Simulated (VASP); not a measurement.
A run of VASP 6.6.1:

Contents of INCAR:

```
SYSTEM = Si2Ge
PREC = Accurate
ENCUT = 520
EDIFF = 1E-6
ISMEAR = 0
SIGMA = 0.1
LREAL = .FALSE.
LASPH = .TRUE.
NELM = 80
ALGO = Normal
ISIF = 2
LWAVE = .FALSE.
LCHARG = .TRUE.
GGA = PE
LELF = .TRUE.
LVHAR = .TRUE.
NBANDS = 31
```

The input KPOINTS:

```
regular mesh
0
G
  4 4 4
  0 0 0
```

Contents of POSCAR:

```
Si2Ge
1.0
    4.9112324400      0.0000000000      0.0000000000
    0.0000000000      4.9112324400      0.0000000000
    0.0000000000      0.0000000000      4.8967278400
Si Ge
4 2
Direct
    0.1548886100      0.3451113900      0.2500000000
    0.8451113900      0.6548886100      0.2500000000
    0.3451113900      0.8451113900      0.7500000000
    0.6548886100      0.1548886100      0.7500000000
    0.5000000000      0.5000000000      0.0000000000
    0.0000000000      0.0000000000      0.5000000000
```

Potentials or basis: VASP PAW PBE potentials, release 64 (Si, Ge_d).

Run with:

```console
$ cat potpaw_PBE.64/Si/POTCAR potpaw_PBE.64/Ge_d/POTCAR > POTCAR
$ mpirun -np 1 vasp_std > vasp.out
```

Hardware: 1 thread of Intel(R) Xeon(R) Platinum 8259CL CPU @ 2.50GHz (Skylake/Cascade Lake), on a shared host.

Q: How long does it take, and how much memory?

A: It took 61 s on 1 thread of Intel(R) Xeon(R) Platinum 8259CL CPU @ 2.50GHz (Skylake/Cascade Lake) (shared host), peak memory 0.25 GiB. Counts: scf iterations 13, k points 18.
